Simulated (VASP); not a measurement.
# K: single point with PBE

K:

```xyz
1
Lattice="-2.6480 2.6480 2.6480 2.6480 -2.6480 2.6480 2.6480 2.6480 -2.6480" Properties=species:S:1:pos:R:3 pbc="T T T"
K     0.0000    0.0000    0.0000
```

| Property | Result |
| --- | --- |
| Program | VASP 6.6.1 |
| Task | single point |
| Functional | PBE |
| Potentials or basis | VASP PAW PBE potentials, release 64 (K_sv) |
| Cutoff | 520 eV |
| k mesh | 12 × 12 × 12 |
| Occupations | fermi-dirac, width 0.15 eV |
| Spin | no spin polarisation |
| Dipole correction | no |
| Further INCAR settings | ALGO = Normal; EDIFF = 1e-07; NBANDS = 10 |

```
Pressure : 0.0 GPa
```

Levels at points of the mesh, in eV from the Fermi level:
```
           k point  band 2  band 3  band 4  band 5  band 6  band 7
(0.00, 0.00, 0.00)  -15.58  -15.58  -15.58   -2.14    4.29    4.29
(0.50, 0.00, 0.00)  -15.65  -15.60  -15.58    0.45    0.69    3.17
(0.50, 0.50, 0.50)  -15.63  -15.63  -15.63    1.68    1.68    3.46
```

Run time: 30 s on 1 thread of Intel(R) Xeon(R) Platinum 8488C (Sapphire Rapids), on a shared host, peak memory 0.22 GiB.
